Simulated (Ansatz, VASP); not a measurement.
Si in VASP and in Ansatz

```
Si
1.0
     1.80150   -1.78362   -0.00580
     1.80150    1.78362   -0.00580
    -1.28893    0.00000    2.33430
Si
1
Direct
  0.00000 0.00000 0.50000
```

Alike in both runs: functional PBE; k mesh 6 × 6 × 8; occupations gaussian, width 0.1 eV; no spin polarisation.

Ansatz relaxed the structure, and its values are those at the end. VASP's run is a single point on that final structure, the one shown.

|  | VASP | Ansatz |
| --- | --- | --- |
| version | VASP 6.6.1 | Ansatz 0.2.0 |
| potentials or method | VASP PAW PBE potentials, release 64 (Si), cutoff 520 eV | scalar-relativistic, plane waves, PAW |
| valence electrons in the cell | 4 | 4 |

```tsv
	VASP	Ansatz	Ansatz less VASP
gap on the k mesh at the Fermi level (eV)	none	none	-
pressure (GPa)	-0.1	-0.1	+0.04
```

A gap of «none» marks a metal or a gap that the smearing closes. The functional is the same, so the differences come from potentials, cutoffs and numerics.

The k mesh is coarse, so the values compare programs but aren't converged.
